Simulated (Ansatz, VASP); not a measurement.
## One calculation of Rb2PdO2, two programs

INCAR

```
SYSTEM = Rb2PdO2
PREC = Accurate
ENCUT = 520
EDIFF = 1E-7
ISMEAR = -1
SIGMA = 0.0134
LREAL = .False.
LASPH = .True.
NELM = 100
ALGO = Normal
ISIF = 2
LWAVE = .False.
LCHARG = .False.
GGA = PE
NBANDS = 28
```

File KPOINTS:

```
Automatic mesh
0
Gamma
  9 9 9
  0 0 0
```

The input POSCAR:

```
Rb2PdO2
1.0
    0.0000000000      4.1830800000      0.0000000000
    4.1830800000      0.0000000000      0.0000000000
    2.0915400000      2.0915400000     -6.5999480000
Rb O Pd
2 2 1
Direct
    0.3451000000      0.3451000000      0.3098000000
    0.6549000000      0.6549000000      0.6902000000
    0.1273000000      0.1273000000      0.7454000000
    0.8727000000      0.8727000000      0.2546000000
    0.0000000000      0.0000000000      0.0000000000
```

Input for Ansatz:

```yaml
crystal:
  lattice:
    - [0.0, 4.18308, 0.0]
    - [4.18308, 0.0, 0.0]
    - [2.09154, 2.09154, -6.599948]
  atoms:
    - { symbol: Rb, position: [0.3451, 0.3451, 0.3098] }
    - { symbol: Rb, position: [0.6549, 0.6549, 0.6902] }
    - { symbol: O, position: [0.1273, 0.1273, 0.7454] }
    - { symbol: O, position: [0.8727, 0.8727, 0.2546] }
    - { symbol: Pd, position: [0.0, 0.0, 0.0] }
  symmetry: { tolerance: 0.0003 }
kpoints:
  mp_grid: { grid: [9, 9, 9], shift: [0, 0, 0] }
  band_path:
    path:
      - [0.0, 0.0, 0.0]
      - [0.5, 0.5, 0.5]
      - [0.5, 0.5, 0.25]
      - [0.0, 0.5, 0.0]
      - [0.0, 0.0, 0.0]
      - [0.0, 0.0, -0.5]
      - [0.0, 0.4497864, -0.2751068]
      - [0.0, 0.5502136, 0.2751068]
      - [0.0, 0.0, 0.0]
      - [0.5, 0.5, 0.5]
      - [0.4497864, 0.5502136, 0.5]
    npoints: 6
magnetization:
  spin_polarized: false
scf:
  occupations: { method: fermi_dirac, width: 0.0134 }
  lower_state_search: "off"
  max_iter: 200
hamiltonian:
  pseudopotentials: { kind: paw }
  xc: pbe
basis:
  ecutwfc: 420
  fft_grid_basis: typed
output:
  forces: true
  stress: true
  eigenvalues: true
  bader: true
  populations: true
  elf: true
  write_potential: true
  volumetric_format: npy
  dos:
    e_range: [-12, 8]
    de: 0.05
    projected: { site_lists: { O: [O], Pd: [Pd], Rb: [Rb] } }
checkpoint:
  read: saved_state
```

Alike in both runs: task single point; functional PBE; k mesh 9 × 9 × 9; occupations fermi-dirac, width 0.0134 eV; no spin polarisation.

```csv
,VASP,Ansatz
version,VASP 6.6.1,Ansatz 0.2.0
potentials or method,"VASP PAW PBE potentials, release 64 (Rb_sv, O, Pd), cutoff 520 eV",PAW plane waves
valence electrons in the cell,40,48
```

Ansatz gave:

```
pressure (GPa)                                                : 12.7
traceless stress, the component that is largest in VASP (GPa) : 23.34
rms of the force components (eV/Å)                            : 2.765
```

Which values does VASP return?

Pressure (GPa): 12.0; traceless stress, the component that is largest in VASP (GPa): 21.83; rms of the force components (eV/Å): 2.588.

Atom by atom the forces differ by 0.177 eV/Å (rms over components). With one functional, cell and mesh, what is left measures potentials, basis and numerics. VASP's potentials hold 40 valence electrons a cell and Ansatz's 48, so a difference there can come from the potentials and not from the codes.
